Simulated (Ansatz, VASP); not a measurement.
## Two plane-wave programs on Na

```
Na
1.0
     6.42070    0.00000   -0.04759
     0.00000    3.74133    0.00000
    -2.48338    0.00000    9.37474
Na
6
Direct
  0.00000 0.00000 0.00000
  0.72599 0.50000 0.66667
  0.77401 0.00000 0.33333
  0.50000 0.50000 0.00000
  0.22599 0.00000 0.66667
  0.27401 0.50000 0.33333
```

Change from the starting cell: strain along c alone, the other axes held, atoms relaxed: +3.0 %.

Alike in both runs: functional PBEsol; k mesh 6 × 10 × 4; occupations gaussian, width 0.1 eV; no spin polarisation.

Ansatz relaxed the structure, and its values are those at the end. VASP's run is a single point on that final structure, the one shown.

|  | VASP | Ansatz |
| --- | --- | --- |
| version | VASP 6.6.1 | Ansatz 0.2.0 |
| potentials or method | VASP PAW PBE potentials, release 64 (Na_pv), cutoff 520 eV | scalar-relativistic, plane waves, PAW |
| valence electrons in the cell | 42 | 54 |

```csv
,VASP,Ansatz,Ansatz less VASP
gap on the k mesh at the Fermi level (eV),none,none,-
pressure (GPa),-0.2,-0.2,-0.01
```

VASP's potentials were made for PBE, not for PBEsol. A gap of «none» marks a metal or a gap that the smearing closes. VASP's potentials hold 42 valence electrons a cell and Ansatz's 54, so a difference there can come from the potentials and not from the codes. Ansatz's warnings: stress scf threshold loose.
